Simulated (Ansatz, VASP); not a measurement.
# One calculation of AgBr, two programs

```xyz
2
Lattice="0.0000 2.8928 2.8928 2.8928 0.0000 2.8928 2.8928 2.8928 0.0000" Properties=species:S:1:pos:R:3 pbc="T T T"
Ag    0.0000    0.0000    0.0000
Br    2.8928    2.8928    2.8928
```

Alike in both runs: task single point; functional PBE; k mesh 8 × 8 × 8; occupations fermi-dirac, width 0.02 eV; no spin polarisation.

```csv
,VASP,Ansatz
version,VASP 6.6.1,Ansatz 0.2.0
potentials or method,"VASP PAW PBE potentials, release 64 (Ag, Br)","plane waves, PAW"
plane-wave cutoff (eV),500,420
valence electrons in the cell,18,26
```

```csv
,VASP,Ansatz,Ansatz less VASP
pressure (GPa),1.2,1.2,+0.04
```

VASP's potentials hold 18 valence electrons a cell and Ansatz's 26, so a difference there can come from the potentials and not from the codes.
